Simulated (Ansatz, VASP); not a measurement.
## Two plane-wave programs on Ga

```
CELL_PARAMETERS angstrom
2.21789 -3.74191 0.00000
2.21789 3.74191 0.00000
0.00000 0.00000 4.42496
ATOMIC_POSITIONS crystal
Ga 0.84436 0.15564 0.08594
Ga 0.65564 0.34436 0.58594
Ga 0.15564 0.84436 0.91406
Ga 0.34436 0.65564 0.41406
```

Alike in both runs: task single point; functional LDA; k mesh 8 × 8 × 7; occupations methfessel-paxton of order 1, width 0.6 eV; no spin polarisation.

```csv
,VASP,Ansatz
version,VASP 6.6.1,Ansatz 0.2.0
potentials or method,"VASP PAW LDA potentials, release 64 (Ga_d), cutoff 520 eV","plane waves (420 eV) with PAW, scalar-relativistic"
valence electrons in the cell,52,52
```

VASP gave:

* pressure (GPa): 0.1
* traceless stress, the component that is largest in VASP (GPa): -0.08

Task: What did Ansatz give for the same quantities?

Result: Pressure (GPa): -0.1; traceless stress, the component that is largest in VASP (GPa): -0.07.

Ansatz warns that its potentials were made for another functional, while VASP's fit it. LDA's correlation is that of Perdew and Zunger in VASP and of Perdew and Wang (1992) in Ansatz.
